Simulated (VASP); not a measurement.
# HfN (rock salt type) in VASP: further runs, part 2 of 2

VASP 6.6.1. The steps go on from the part before.

## 4. Single point, HSE06

This run uses another cell than the first one, of 11.62 Å³/atom, 0.962 times its volume.

POSCAR

```
HfN
1.0
    0.0000000000      2.2650000000      2.2650000000
    2.2650000000      0.0000000000      2.2650000000
    2.2650000000      2.2650000000      0.0000000000
Hf N
1 1
Direct
    0.0076470234      0.0076470234      0.0076470234
    0.5000000000      0.5000000000      0.5000000000
```

INCAR.step1

```
SYSTEM = HfN
  PREC = Accurate
  ENCUT = 520
  EDIFF = 1E-5
  ISMEAR = -1
  SIGMA = 0.1
  LREAL = .False.
  LASPH = .True.
  NELM = 80
  ALGO = Normal
  ISIF = 2
  LWAVE = .True.
  LCHARG = .False.
  NBANDS = 14
  GGA = PE
```

INCAR.step2

```
SYSTEM = HfN
  PREC = Accurate
  ENCUT = 520
  EDIFF = 1E-7
  ISMEAR = -1
  SIGMA = 0.1
  LREAL = .False.
  LASPH = .True.
  NELM = 80
  ALGO = Normal
  ISIF = 2
  LWAVE = .False.
  LCHARG = .False.
  GGA = PE
  LHFCALC = .True.
  HFSCREEN = 0.2079
  PRECFOCK = Normal
  NBANDS = 14
  ISTART = 1
```

KPOINTS

```
regular mesh
0
Gamma
  4 4 4
  0 0 0
```

Potentials or basis: VASP PAW PBE potentials, release 64 (Hf_pv, N).

Started as:

```bash
$ cat potpaw_PBE.64/Hf_pv/POTCAR potpaw_PBE.64/N/POTCAR > POTCAR
$ cp INCAR.step1 INCAR
$ mpirun -np 1 vasp_std > vasp.out
$ cp INCAR.step2 INCAR
$ mpirun -np 1 vasp_std > vasp.out
```

OUTCAR:

```text
SYSTEM = HfN
   PREC = Accurate
   ENCUT = 520
   EDIFF = 1E-7
   ISMEAR = -1
   LREAL = .False.
   LASPH = .True.
   NELM = 80
   ISIF = 2
   GGA = PE
   LHFCALC = .True.
   HFSCREEN = 0.2079
   PRECFOCK = Normal
   ISTART = 1

 ion  position               nearest neighbor table
   1  0.008  0.008  0.008-   2 2.23   2 2.23   2 2.23   2 2.30   2 2.30   2 2.30
   2  0.500  0.500  0.500-   1 2.23   1 2.23   1 2.23   1 2.30   1 2.30   1 2.30

  LATTYP: Found a face centered cubic cell.
 ALAT       =     4.5300000000

  Lattice vectors:

 A1 = (   0.0000000000,   2.2650000000,   2.2650000000)
 A2 = (   2.2650000000,   0.0000000000,   2.2650000000)
 A3 = (   2.2650000000,   2.2650000000,   0.0000000000)

Analysis of symmetry for initial positions (statically):
=====================================================================
 Subroutine PRICEL returns:
 Original cell was already a primitive cell.

 Routine SETGRP: Setting up the symmetry group for a
 face centered cubic supercell.

 Subroutine GETGRP returns: Found  6 space group operations
 (whereof  6 operations were pure point group operations)
 out of a pool of 48 trial point group operations.

The static configuration has the point symmetry C_3v.

Analysis of symmetry for dynamics (positions and initial velocities):
=====================================================================
 Subroutine PRICEL returns:
 Original cell was already a primitive cell.

 Routine SETGRP: Setting up the symmetry group for a
 face centered cubic supercell.

 Subroutine GETGRP returns: Found  6 space group operations
 (whereof  6 operations were pure point group operations)
 out of a pool of 48 trial point group operations.

The dynamic configuration has the point symmetry C_3v.

 Subroutine INISYM returns: Found  6 space group operations
 (whereof  6 operations are pure point group operations),
 and found     1 'primitive' translations

[... 118 lines left out ...]
   IVDW    =     0    specifies the selected vdW correction
   LEPSILON=     F    determine dielectric tensor
   LRPA    =     F    only Hartree local field effects (RPA)
 non-spin polarized calculation
  energy-cutoff  :      520.00
  volume of cell :       23.24
 maximum number of plane-waves:       636
  NGX = 18; NGY = 18; NGZ = 18

 number of electron      15.0000000 magnetization

 Free energy of the ion-electron system (eV)
  ---------------------------------------------------
  ext. energy  EPLUGINS =         0.00000000
  ---------------------------------------------------
  free energy    TOTEN  =       -25.27218758 eV

  energy without entropy =      -25.25700567  energy(sigma->0) =      -25.26459663

 E-fermi :   7.9532     XC(G=0): -10.3841

 val. band max:        7.6718816812   @ k =   0.2500   0.2500  -0.2500
 cond. band min:       8.2737708172   @ k =   0.0000   0.0000   0.0000
 fundamental gap:      0.6018891359
 Fermi energy:         7.9532049902

 k-point     1 :       0.0000    0.0000    0.0000
  band No.  band energies     occupation
      1     -25.3147      2.00000
      2     -25.3130      2.00000
      3     -25.3130      2.00000
      4     -11.4391      2.00000
      5       4.5021      2.00000
      6       4.5186      2.00000
      7       4.5186      2.00000
      8       8.2738      0.07791
      9       8.2738      0.07791
     10       8.3456      0.03876
     11      10.6079      0.00000
     12      10.7533      0.00000
     13      10.7533      0.00000
     14      18.4240      0.00000
[... 190 lines left out ...]
      1     -25.9235      2.00000
      2     -25.9216      2.00000
      3     -25.6861      2.00000
      4      -9.6121      2.00000
      5       1.1118      2.00000
      6       1.8234      2.00000
      7       1.8322      2.00000
      8       9.6637      0.00000
      9       9.6676      0.00000
     10      14.5216      0.00000
     11      14.5444      0.00000
     12      15.1376      0.00000
     13      19.8154      0.00000
     14      21.6868      0.00000

------------------------ aborting loop because EDIFF is reached ----------------------------------------

  FORCE on cell =-STRESS in cart. coord.  units (eV):
  Direction    XX          YY          ZZ          XY          YZ          ZX
  --------------------------------------------------------------------------------------
  -------------------------------------------------------------------------------------
  Total       -0.8028647     -0.8028647     -0.8028647     -0.0096881     -0.0096881     -0.0096881
  in kB      -55.3500933    -55.3500933    -55.3500933     -0.6679037     -0.6679037     -0.6679037
  external PRESSURE =     -55.3500933 kB  Pullay stress =       0.0000000 kB

 VOLUME and BASIS-vectors are now :
 -----------------------------------------------------------------------------
  energy-cutoff  :      520.00
  volume of cell :       23.24
      direct lattice vectors                 reciprocal lattice vectors
     0.000000000  2.265000000  2.265000000    -0.220750552  0.220750552  0.220750552
     2.265000000  0.000000000  2.265000000     0.220750552 -0.220750552  0.220750552
     2.265000000  2.265000000  0.000000000     0.220750552  0.220750552 -0.220750552

 POSITION                                       TOTAL-FORCE (eV/Angst)
 -----------------------------------------------------------------------------------
      0.03464      0.03464      0.03464        -0.395803     -0.395803     -0.395803
      2.26500      2.26500      2.26500         0.395803      0.395803      0.395803
 -----------------------------------------------------------------------------------
    total drift:                               -0.000055     -0.000055     -0.000054

  FREE ENERGIE OF THE ION-ELECTRON SYSTEM (eV)
  ---------------------------------------------------
  free  energy   TOTEN  =       -25.2721875848 eV

  energy  without entropy=      -25.2570056670  energy(sigma->0) =      -25.26459663
```

OUTCAR.step1:

```text
SYSTEM = HfN
   PREC = Accurate
   ENCUT = 520
   EDIFF = 1E-5
   ISMEAR = -1
   LREAL = .False.
[... 428 lines left out ...]
      0.03464      0.03464      0.03464        -0.392067     -0.392067     -0.392067
      2.26500      2.26500      2.26500         0.392067      0.392067      0.392067
 -----------------------------------------------------------------------------------
    total drift:                                0.000008      0.000008      0.000008

  FREE ENERGIE OF THE ION-ELECTRON SYSTEM (eV)
  ---------------------------------------------------
  free  energy   TOTEN  =       -21.7492425803 eV

  energy  without entropy=      -21.7233795469  energy(sigma->0) =      -21.73631106
```

OSZICAR.step1:

```text
N       E                     dE             d eps       ncg     rms          rms(c)
DAV:   1     0.409698140117E+02    0.40970E+02   -0.79125E+03   364   0.102E+03
DAV:   2    -0.224148811199E+02   -0.63385E+02   -0.58949E+02   478   0.239E+02
DAV:   3    -0.247564490534E+02   -0.23416E+01   -0.23340E+01   406   0.376E+01
DAV:   4    -0.247644626951E+02   -0.80136E-02   -0.80133E-02   430   0.258E+00
DAV:   5    -0.247645105009E+02   -0.47806E-04   -0.47806E-04   412   0.177E-01    0.488E+01
DAV:   6    -0.218602987178E+02    0.29042E+01   -0.86246E+00   394   0.221E+01    0.409E+01
DAV:   7    -0.217774418800E+02    0.82857E-01   -0.47522E-01   442   0.603E+00    0.262E+01
DAV:   8    -0.217555518569E+02    0.21890E-01   -0.11159E-01   430   0.289E+00    0.630E+00
DAV:   9    -0.217493211173E+02    0.62307E-02   -0.16643E-02   442   0.104E+00    0.204E+00
DAV:  10    -0.217492679671E+02    0.53150E-04   -0.11800E-03   490   0.303E-01    0.332E-01
DAV:  11    -0.217492448745E+02    0.23093E-04   -0.60703E-05   418   0.754E-02    0.105E-01
DAV:  12    -0.217492425803E+02    0.22942E-05   -0.59084E-06   308   0.216E-02
   1 F= -.21749243E+02 E0= -.21736311E+02  d E =-.258630E-01
```

It took 4.1 min on 1 thread of AMD EPYC 9R14 (Zen 4), shared host; peak memory 0.22 GiB.

What came out:

- Free energy: -25.2722 eV
- Pressure: -5.5 GPa
- Largest force: 0.686 eV/Å

Forces on the atoms (eV/Å):
```
Hf  -0.396 -0.396 -0.396
N    0.396  0.396  0.396
```

Stress tensor (GPa, compression positive):
```
-5.54 -0.07 -0.07
-0.07 -5.54 -0.07
-0.07 -0.07 -5.54
```

Caveat: the k points lie up to 0.60 Å⁻¹ apart; the PAW data sets were made with another functional, which shifts forces and pressure a little; spin-orbit coupling is left out, which moves the levels of the heavy elements.
